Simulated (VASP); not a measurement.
**CoW3: single point with PBEsol**

The system is CoW3.

```
Co W
1.0
     3.91110    0.00000    0.00000
     0.00000    3.91110    0.00000
     0.00000    0.00000    3.75466
Co W
1 3
Cartesian
  0.0000 0.0000 0.0000
  0.0000 1.9556 1.8773
  1.9556 0.0000 1.8773
  1.9556 1.9556 0.0000
```

This cell differs from its parent crystal: ratio of the length along z to the lengths across it x 0.96, volume and fractional coordinates fixed.

```
Program             : VASP 6.6.1
Task                : single point
Functional          : PBEsol
Potentials or basis : VASP PAW PBE potentials, release 64 (Co, W_sv)
Cutoff              : 520 eV
k mesh              : 14 × 14 × 14
Occupations         : gaussian, width 0.15 eV
Spin                : no spin polarisation
```

* Pressure: 0.7 GPa
* Band gap on the k mesh: zero (an odd number of electrons rules out a gap without spin polarisation)

Stress tensor (GPa, compression positive):
```
0.39 0.00 0.00
0.00 0.39 0.00
0.00 0.00 1.35
```

Levels at points of the mesh, in eV from the Fermi level:
| k point | band 22 | band 23 | band 24 | band 25 | band 26 | band 27 | band 28 | band 29 |
| --- | --- | --- | --- | --- | --- | --- | --- | --- |
| (0.00, 0.00, 0.00) | -0.88 | 0.27 | 0.53 | 2.90 | 2.90 | 2.95 | 3.03 | 3.03 |
| (0.50, 0.00, 0.00) | -1.89 | -1.12 | -0.15 | 0.30 | 0.31 | 0.53 | 1.04 | 1.81 |
| (0.50, 0.50, 0.00) | -1.92 | -1.92 | -1.88 | -1.00 | 0.55 | 0.55 | 0.88 | 0.88 |
| (0.00, 0.00, 0.50) | -1.98 | -0.94 | 0.14 | 0.14 | 0.45 | 0.91 | 0.95 | 1.67 |
| (0.50, 0.00, 0.50) | -2.09 | -2.07 | -1.84 | -0.95 | 0.60 | 0.61 | 1.09 | 1.13 |
| (0.50, 0.50, 0.50) | -1.09 | -0.61 | -0.61 | 0.50 | 0.54 | 0.54 | 1.28 | 2.37 |

Run time: 11 min on 1 thread of Intel(R) Xeon(R) Platinum 8259CL CPU @ 2.50GHz (Skylake/Cascade Lake) (shared host), peak memory 0.53 GiB.

Caveat: the PAW data sets were made with another functional, which shifts forces and pressure a little; spin-orbit coupling is left out, which moves the levels of the heavy elements; the run has no spin polarisation, though such a crystal can be magnetic. Spin polarisation is off, so any magnetic state and its effect on volume and gap are missing.
